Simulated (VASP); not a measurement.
Sn2Te3Se:

```xyz
6
Lattice="4.7936 0.0000 0.0000 -2.3968 4.1514 0.0000 0.0000 0.0000 10.0953" Properties=species:S:1:pos:R:3 pbc="T T T"
Sn    0.0000    2.7676    2.4859
Sn    0.0000    2.7676    7.6095
Te    2.3968    1.3838    5.0477
Te    0.0000    0.0000    0.0000
Te    0.0000    0.0000    5.0477
Se    2.3968    1.3838    0.0000
```

The cell was generated, and may not be a known phase.

* Program: VASP 6.6.1
* Task: relaxation of cell and atoms
* Functional: PBE
* Potentials or basis: VASP PAW PBE potentials, release 64 (Sn_d, Te, Se)
* Cutoff: 600 eV
* k mesh: 12 × 12 × 4
* Occupations: gaussian, width 0.1 eV
* Spin: no spin polarisation

At the start: pressure 2.6 GPa; volume 33.48 Å³/atom.

How do energy, volume and symmetry change on relaxing?

Over 18 steps the energy falls by 410.1 meV/atom and the volume is 28.98 Å³/atom (-13.5 %); space group P-6m2 (No. 187, to 0.1 Å) before and after.

The path:
```tsv
step	energy change (eV)	largest force (eV/Å)	pressure (GPa)	volume (Å³)
1	0.0000	0.2007	2.64	200.90
2	-1.0765	0.2106	-2.49	216.14
3	-1.1844	0.2083	-3.74	221.22
4	-1.8756	0.2056	-2.99	199.99
5	-2.1307	0.1775	-1.91	186.28
6	-2.0677	0.0708	4.26	158.51
7	-2.1084	0.7810	5.73	156.66
8	-2.0847	1.0339	6.57	156.12
9	-2.1083	0.8208	5.86	156.57
10	-2.3843	0.5731	0.86	173.92
11	-2.3960	0.6245	1.49	170.83
12	-2.4443	0.1610	-0.70	175.61
13	-2.4537	0.2750	-0.12	174.17
14	-2.4587	0.1527	-0.04	173.95
15	-2.4608	0.0142	0.06	173.70
16	-2.4608	0.0072	0.07	173.69
17	-2.4608	0.0034	-0.02	173.96
18	-2.4608	0.0012	0.02	173.87
```

Final structure:
```
Sn Te Se
1.0
     5.78212    0.00000    0.00000
    -2.89106    5.00747    0.00000
     0.00000    0.00000    6.00511
Sn Te Se
2 3 1
Direct
  0.33333 0.66667 0.24807
  0.33333 0.66667 0.75193
  0.66667 0.33333 0.50000
  0.00000 0.00000 0.00000
  0.00000 0.00000 0.50000
  0.66667 0.33333 0.00000
```

Caveat: a cell axis changed by over 15 % at a fixed basis, so the end point is rough.
